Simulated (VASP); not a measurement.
Runs of VASP 6.6.1 on BAs. The structure is that of space group F-43m (No. 216), or close to it. The cells are those of the table. 

| potentials or basis | cell | cutoff (eV) | smearing | gap on the mesh (eV) | pressure (GPa) |
| --- | --- | --- | --- | --- | --- |
| VASP PAW PBE potentials, release 64 (B, As) | a = 3.401 Å, angles 60.0°, 2 atoms | 520 | gaussian 0.02 eV | 1.20 | 0.6 |
| VASP PAW PBE potentials, release 64 (B, As) | a = 3.423 Å, angles 60.0°, 2 atoms | 520 | gaussian 0.01 eV | 1.22 | (b) |
| VASP PAW PBE potentials, release 64 (B, As_d) | a = 3.268 Å, angles 60.0°, 2 atoms | 560 | gaussian 0.01 eV | (a) | 19.7 |
| VASP PAW PBE potentials, release 64 (B, As) | a = 3.401 Å, angles 60.0°, 2 atoms | 500 | gaussian 0.01 eV | 1.20 | 0.6 |
| VASP PAW PBE potentials, release 64 (B, As) | a = 3.378 Å, angles 60.0°, 2 atoms | 520 | gaussian 0.01 eV | 1.18 | 3.4 |

Alike in all rows: level PBE; no spin polarisation; k mesh 10 × 10 × 10.

**Question.** Fill in the values left out.

**Answer.** (a) 1.08; (b) -2.0.

Caveats: the cell stands under pressure (at least some runs).

A k mesh can miss the band edges, and the runs leave out spin-orbit coupling on As.

The runs don't all hold the same shells in valence.
